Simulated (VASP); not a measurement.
Write the native input for VASP 6.6.1 that does the following.

- Task: single point
- Functional: PBE
- Potentials or basis: VASP PAW PBE potentials, release 64 (Nb_sv, W_sv, S)
- Cutoff: 520 eV
- k mesh: 6 × 6 × 2
- Occupations: gaussian, width 0.2 eV
- Spin: no spin polarisation
- Dipole correction: no
- Further INCAR settings: ALGO = Normal; EDIFF = 1e-06; NBANDS = 34

The structure of Nb2WS2 lies in POSCAR:

```
Nb2WS2
1.0
    3.2317720278      0.0000000000      0.0000000000
   -1.6158860139      2.7987966753      0.0000000000
    0.0000000000      0.0000000000     10.8315726435
Nb W S
2 1 2
Direct
    0.3333333333      0.6666666667      0.1907313642
    0.6666666667      0.3333333333      0.8092686358
    0.0000000000      0.0000000000      0.0000000000
    0.6666666667      0.3333333333      0.3380877920
    0.3333333333      0.6666666667      0.6619122080
```

The input as run:

INCAR

```
ALGO = Normal
EDIFF = 1E-6
ENCUT = 520
GGA = PE
ISIF = 2
ISMEAR = 0
LASPH = T
LCHARG = F
LREAL = F
LWAVE = F
NBANDS = 34
NELM = 80
PREC = Accurate
SIGMA = 0.2
```

KPOINTS

```
k-points
0
Gamma
  6 6 2
```

Potentials or basis: VASP PAW PBE potentials, release 64 (Nb_sv, W_sv, S).

The run is started by

```sh
$ cat potpaw_PBE.64/Nb_sv/POTCAR potpaw_PBE.64/W_sv/POTCAR potpaw_PBE.64/S/POTCAR > POTCAR
$ mpirun -np 1 vasp_std > vasp.out
```

Results of the run:

- Pressure: 0.2 GPa
- Largest force: 0.084 eV/Å
- Band gap on the k mesh: zero (bands 26 and 27 overlap by 0.88 eV)

Caveat: the k points lie up to 0.37 Å⁻¹ apart, too coarse for converged energies and pressures of a metal; spin-orbit coupling is left out, which moves the levels of the heavy elements; this functional lacks dispersion, which binds layers or chains, so the pressure and a relaxed spacing across them are unreliable.

Run time: 36 s on 1 thread of AMD EPYC 9R45 96-Core Processor (Zen 5) (shared host), peak memory 0.2 GiB.
